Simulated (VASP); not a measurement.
Here is a VASP 6.6.1 calculation.

Contents of POSCAR:

```
SrCl2
1.0
    2.0857437679      1.2042047259      6.1350482845
   -2.0857437679      1.2042047259      6.1350482845
    0.0000000000     -2.4084094518      6.1350482845
Sr Cl
1 2
Direct
    0.0002014275      0.0002014275      0.0002014275
    0.4227725673      0.4227725673      0.4227725673
    0.2436926719      0.2436926719      0.2436926719
```

The input INCAR.step1:

```
SYSTEM = SrCl2
  PREC = Accurate
  ENCUT = 520
  ISMEAR = 0
  SIGMA = 0.01
  LREAL = .False.
  LASPH = .True.
  NELM = 80
  NBANDS = 19
  GGA = PE
  ALGO = Normal
  EDIFF = 1E-4
  LWAVE = .True.
  LCHARG = .False.
```

Contents of INCAR.step2:

```
SYSTEM = SrCl2
  PREC = Accurate
  ENCUT = 520
  EDIFF = 1E-7
  ISMEAR = 0
  SIGMA = 0.01
  LREAL = .False.
  LASPH = .True.
  NELM = 80
  ALGO = Normal
  ISIF = 2
  LWAVE = .False.
  LCHARG = .False.
  METAGGA = R2SCAN
  LMIXTAU = .True.
  NBANDS = 19
  ISTART = 1
```

Contents of KPOINTS:

```
regular mesh
0
Gamma
  6 6 6
  0 0 0
```

Potentials or basis: VASP PAW PBE potentials, release 64 (Sr_sv, Cl).

Command:

```bash
$ cat potpaw_PBE.64/Sr_sv/POTCAR potpaw_PBE.64/Cl/POTCAR > POTCAR
$ cp INCAR.step1 INCAR
$ mpirun -np 1 vasp_std > vasp.out
$ cp INCAR.step2 INCAR
$ mpirun -np 1 vasp_std > vasp.out
```

Question: What does it give for the largest force?

Answer: 0.008 eV/Å.

Question: What does it give for the pressure?

Answer: 0.7 GPa.

Forces in eV/Å, atoms in the order of the input:
```
Sr   0.000  0.000 -0.001
Cl   0.000  0.000  0.008
Cl   0.000  0.000 -0.007
```

Caveat: the PAW data sets were made with another functional, which shifts forces and pressure a little.
